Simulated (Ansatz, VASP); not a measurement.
# One calculation of Bi, two programs

```
Bi
1.0
     2.24664    1.29710    3.83314
    -2.24664    1.29710    3.83314
     0.00000   -2.59420    3.83314
Bi
2
Direct
  0.23719 0.23719 0.23719
  0.76281 0.76281 0.76281
```

Alike in both runs: functional LDA; k mesh 12 × 12 × 12; occupations gaussian, width 0.1 eV; no spin polarisation.

Ansatz relaxed the structure, and its values are those at the end. VASP's run is a single point on that final structure, the one shown.

|  | VASP | Ansatz |
| --- | --- | --- |
| version | VASP 6.6.1 | Ansatz 0.2.0 |
| potentials or method | VASP PAW LDA potentials, release 64 (Bi_d), cutoff 520 eV | scalar-relativistic, plane waves, PAW |
| valence electrons in the cell | 30 | 30 |

|  | VASP | Ansatz | Ansatz less VASP |
| --- | --- | --- | --- |
| gap on the k mesh at the Fermi level (eV) | none | none | - |
| pressure (GPa) | 0.1 | 0.0 | -0.08 |
| rms of the force components (eV/Å) | 0.012 | 0.000 | -0.0113 |

LDA's correlation is that of Perdew and Zunger in VASP and of Perdew and Wang (1992) in Ansatz. A gap of «none» marks a metal or a gap that the smearing closes.

Spin-orbit coupling is off throughout.
